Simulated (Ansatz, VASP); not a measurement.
# Two plane-wave programs on Ni

```
Ni
1.0
     0.00000    1.76587    1.76587
     1.76587    0.00000    1.76587
     1.76587    1.76587    0.00000
Ni
1
Direct
  0.00000 0.00000 0.00000
```

Alike in both runs: task single point; functional r2SCAN; k mesh 14 × 14 × 14; occupations fermi-dirac, width 0.0005 eV; collinear spin.

|  | VASP | Ansatz |
| --- | --- | --- |
| version | VASP 6.6.1 | Ansatz 0.2.0 |
| potentials or method | VASP PAW PBE potentials, release 64 (Ni), cutoff 660 eV | PAW, plane waves, scalar-relativistic |
| valence electrons in the cell | 10 | 18 |

```tsv
	VASP	Ansatz	Ansatz less VASP
pressure (GPa)	-8.6	-8.9	-0.26
net moment per atom (μB)	0.75	0.77	+0.018
size of the moment on the site where the two differ most (μB)	0.78	0.84	+0.061
```

VASP's potentials were made for PBE, not for r2SCAN. Site moments also hang on the region over which each program counts them. VASP's potentials hold 10 valence electrons a cell and Ansatz's 18, so a difference there can come from the potentials and not from the codes. Ansatz's warnings: stability check not made.
